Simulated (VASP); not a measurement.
A run of VASP 6.6.1:

Contents of INCAR:

```
SYSTEM = Pt
PREC = Accurate
ENCUT = 520
EDIFF = 1E-6
ISMEAR = -1
SIGMA = 0.1
LREAL = .False.
LASPH = .True.
NELM = 100
ALGO = Normal
ISIF = 2
LWAVE = .False.
LCHARG = .False.
GGA = CA
NBANDS = 22
```

KPOINTS

```
regular mesh
0
Gamma
  9 9 13
  0 0 0
```

File POSCAR:

```
Pt
1.0
    4.2603818491      0.0000000000      0.0000000000
   -2.1301909246      3.6895989112      0.0000000000
    0.0000000000      0.0000000000      2.5382926042
Pt
3
Direct
    1.0000000000      1.0000000000      1.0000000000
    0.3333333333      0.6666666667      0.5000000000
    0.6666666667      0.3333333333      0.5000000000
```

Potentials or basis: VASP PAW LDA potentials, release 64 (Pt).

Run with:

```sh
$ cat potpaw_LDA.64/Pt/POTCAR > POTCAR
$ mpirun -np 1 vasp_std > vasp.out
```

Hardware: 1 thread of AMD EPYC 7R13 Processor (Zen 3), with other jobs on the host.

**Question.** Estimate the wall time of this run.

**Answer.** It took 35 s on 1 thread of AMD EPYC 7R13 Processor (Zen 3), on a shared host, peak memory 0.15 GiB. Counts: scf iterations 12, k points 84.
